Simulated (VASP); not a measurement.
# CdH2O2 (P-3m1) in VASP: notebook, part 2 of 2

VASP 6.6.1.

### 4 Single point, PBEsol (strain +0.015 along x and y, +0.000 along z)

INCAR

```
SYSTEM = CdH2O2
  PREC = Accurate
  ENCUT = 520
  EDIFF = 1E-6
  ISMEAR = 0
  SIGMA = 0.05
  LREAL = .FALSE.
  LASPH = .TRUE.
  NELM = 80
  ALGO = Normal
  ISIF = 2
  LWAVE = .FALSE.
  LCHARG = .FALSE.
  GGA = PS
  NBANDS = 21
```

KPOINTS

```
Automatic mesh
0
G
  9 9 6
  0 0 0
```

POSCAR

```
CdH2O2
1.0
    3.5682588542      0.0000000000      0.0000000000
   -1.7841294271      3.0902028150      0.0000000000
    0.0000000000      0.0000000000      4.6429792900
Cd H O
1 2 2
Direct
    0.0000000000      0.0000000000      0.0000000000
    0.6666666667      0.3333333333      0.5509607200
    0.3333333333      0.6666666667      0.4490392800
    0.6666666667      0.3333333333      0.7593720000
    0.3333333333      0.6666666667      0.2406280000
```

Potentials or basis: VASP PAW PBE potentials, release 64 (Cd, H, O).

Launch:

```sh
cat potpaw_PBE.64/Cd/POTCAR potpaw_PBE.64/H/POTCAR potpaw_PBE.64/O/POTCAR > POTCAR
mpirun -np 1 vasp_std > vasp.out
```

OUTCAR:

```text
SYSTEM = CdH2O2
   PREC = Accurate
   ENCUT = 520
   EDIFF = 1E-6
   ISMEAR = 0
   LREAL = .FALSE.
   LASPH = .TRUE.
   NELM = 80
   ISIF = 2
   GGA = PS

 ion  position               nearest neighbor table
   1  0.000  0.000  0.000-   4 2.34   5 2.34   5 2.34   4 2.34   4 2.34   5 2.34
   2  0.667  0.333  0.551-   4 0.97
   3  0.333  0.667  0.449-   5 0.97
   4  0.667  0.333  0.759-   2 0.97   1 2.34   1 2.34   1 2.34
   5  0.333  0.667  0.241-   3 0.97   1 2.34   1 2.34   1 2.34

  LATTYP: Found a hexagonal cell.
 ALAT       =     3.5682588542
 C/A-ratio  =     1.3011890336

  Lattice vectors:

 A1 = (   3.5682588542,   0.0000000000,   0.0000000000)
 A2 = (  -1.7841294271,   3.0902028150,   0.0000000000)
 A3 = (   0.0000000000,   0.0000000000,   4.6429792900)

Analysis of symmetry for initial positions (statically):
=====================================================================
 Subroutine PRICEL returns:
 Original cell was already a primitive cell.

 Routine SETGRP: Setting up the symmetry group for a
 hexagonal supercell.

[... 172 lines left out ...]

 E-fermi :  -0.1431     XC(G=0): -10.0705

 val. band max:       -0.3525320534   @ k =   0.4444   0.0000   0.0000
 cond. band min:       1.1878446281   @ k =   0.0000   0.0000   0.0000
 fundamental gap:      1.5403766815
 Fermi energy:        -0.1431116679

 k-point     1 :       0.0000    0.0000    0.0000
  band No.  band energies     occupation
      1     -18.6923      2.00000
      2     -17.7254      2.00000
      3      -7.7665      2.00000
      4      -6.6724      2.00000
      5      -6.6724      2.00000
      6      -6.0040      2.00000
[... 565 lines left out ...]
     20      13.5381      0.00000
     21      14.8369      0.00000

 [... further k-points ...]

------------------------ aborting loop because EDIFF is reached ----------------------------------------

  FORCE on cell =-STRESS in cart. coord.  units (eV):
  Direction    XX          YY          ZZ          XY          YZ          ZX
  --------------------------------------------------------------------------------------
  -------------------------------------------------------------------------------------
  Total       -1.2782087     -1.2782087      0.3405358      0.0000000      0.0000000      0.0000000
  in kB      -40.0011302    -40.0011302     10.6569583      0.0000000      0.0000000      0.0000000
  external PRESSURE =     -23.1151007 kB  Pullay stress =       0.0000000 kB

 VOLUME and BASIS-vectors are now :
 -----------------------------------------------------------------------------
  energy-cutoff  :      520.00
  volume of cell :       51.20
      direct lattice vectors                 reciprocal lattice vectors
     3.568258854  0.000000000  0.000000000     0.280248727  0.161801678  0.000000000
    -1.784129427  3.090202815  0.000000000     0.000000000  0.323603355  0.000000000
     0.000000000  0.000000000  4.642979290     0.000000000  0.000000000  0.215378949

 POSITION                                       TOTAL-FORCE (eV/Angst)
 -----------------------------------------------------------------------------------
      0.00000      0.00000      0.00000        -0.000000      0.000000      0.000000
      1.78413      1.03007      2.55810         0.000000      0.000000     -0.626698
     -0.00000      2.06014      2.08488        -0.000000      0.000000      0.626698
      1.78413      1.03007      3.52575         0.000000     -0.000000      0.896792
     -0.00000      2.06014      1.11723        -0.000000      0.000000     -0.896792
 -----------------------------------------------------------------------------------
    total drift:                                0.000000     -0.000000      0.000000

  FREE ENERGIE OF THE ION-ELECTRON SYSTEM (eV)
  ---------------------------------------------------
  free  energy   TOTEN  =       -23.4488027221 eV

  energy  without entropy=      -23.4488027220  energy(sigma->0) =      -23.44880272
```

Wall time 30 s (1 thread of AMD EPYC 9R45 (Zen 5), shared host); peak memory 0.18 GiB.

What came out:

```
Free energy            : -23.4488 eV
Pressure               : -2.3 GPa
Largest force          : 0.897 eV/Å
Band gap on the k mesh : 1.54 eV (least direct gap 1.90 eV)
```

Forces in eV/Å, atoms in the order of the input:
```
Cd   0.000  0.000  0.000
H    0.000  0.000 -0.627
H    0.000  0.000  0.627
O    0.000  0.000  0.897
O    0.000  0.000 -0.897
```

Caveat: the cell differs from its parent crystal (strain +0.015 along x and y, +0.000 along z); the stress differs along the axes, from -4 to 1 GPa; the PAW data sets were made with another functional, which shifts forces and pressure a little.

### 5 Single point, PBEsol (strain +0.030 along x and y, -0.015 along z)

INCAR

```
SYSTEM = CdH2O2
PREC = Accurate
ENCUT = 520
EDIFF = 1E-6
ISMEAR = 0
SIGMA = 0.05
LREAL = .False.
LASPH = .True.
NELM = 60
ALGO = Normal
ISIF = 2
LWAVE = .False.
LCHARG = .False.
GGA = PS
NBANDS = 21
```

KPOINTS

```
Automatic mesh
0
Gamma
  9 9 6
  0 0 0
```

Edit POSCAR of step 4 so:

```diff
@@ -2,5 +2,5 @@
 1.0
-    3.5682588542      0.0000000000      0.0000000000
-   -1.7841294271      3.0902028150      0.0000000000
-    0.0000000000      0.0000000000      4.6429792900
+    3.6209917437      0.0000000000      0.0000000000
+   -1.8104958718      3.1358708369      0.0000000000
+    0.0000000000      0.0000000000      4.5733346006
 Cd H O
```

Launch:

```sh
cat potpaw_PBE.64/Cd/POTCAR potpaw_PBE.64/H/POTCAR potpaw_PBE.64/O/POTCAR > POTCAR
mpirun -np 1 vasp_std > vasp.out
```

Wall time 31 s (1 thread of AMD EPYC 9R45 (Zen 5), shared host); peak memory 0.18 GiB.

It converged, with:

```yaml
Free_energy: -23.3861 eV
Pressure: -2.3 GPa
Largest_force: 1.735 eV/Å
Band_gap_on_the_k_mesh: 1.51 eV (least direct gap 1.91 eV)
```

Forces in eV/Å, atoms in the order of the input:
```
Cd   0.000  0.000  0.000
H    0.000  0.000 -1.402
H    0.000  0.000  1.402
O    0.000  0.000  1.735
O    0.000  0.000 -1.735
```

Stress tensor (GPa, compression positive):
```
-6.18  0.00  0.00
 0.00 -6.18  0.00
 0.00  0.00  5.48
```

Levels at points of the mesh, in eV from the valence-band top:
```
           k point  band 11  band 12  band 13  band 14  band 15  band 16
(0.00, 0.00, 0.00)    -0.94    -0.40    -0.40     1.51     6.15    10.11
(0.00, 0.00, 0.50)    -1.20    -0.11    -0.11     4.08     4.19    11.30
```

Caveat: the cell differs from its parent crystal (strain +0.030 along x and y, -0.015 along z); the stress differs along the axes, from -6 to 5 GPa; the PAW data sets were made with another functional, which shifts forces and pressure a little.

### 6 Summary

```csv
cell,gap on the mesh (eV),pressure (GPa),largest force (eV/Å)
"a = 3.516, b = 3.516, c = 4.782 Å, angles 90.0, 90.0, 120.0°, 5 atoms",1.51,-4.2,0.69
"a = 3.621, b = 3.621, c = 4.504 Å, angles 90.0, 90.0, 120.0°, 5 atoms",1.54,0.1,2.50
"a = 3.568, b = 3.568, c = 4.643 Å, angles 90.0, 90.0, 120.0°, 5 atoms",1.54,-2.3,0.90
"a = 3.621, b = 3.621, c = 4.573 Å, angles 90.0, 90.0, 120.0°, 5 atoms",1.51,-2.3,1.74
```

Alike in all rows: task single point; level PBEsol; potentials or basis VASP PAW PBE potentials, release 64 (Cd, H, O); no spin polarisation; k mesh 9 × 9 × 6; cutoff (eV) 520; smearing gaussian 0.05 eV.

Caveats: the PAW data sets were made with another functional, which shifts forces and pressure a little; the stress differs along the axes, from -8 to -2 GPa (at least some runs); the stress differs along the axes, from -6 to 12 GPa (at least some runs); the stress differs along the axes, from -4 to 1 GPa (at least some runs); the stress differs along the axes, from -6 to 5 GPa (at least some runs).

Total energies depend on the potentials used, so only differences within one code and one set of settings carry meaning.
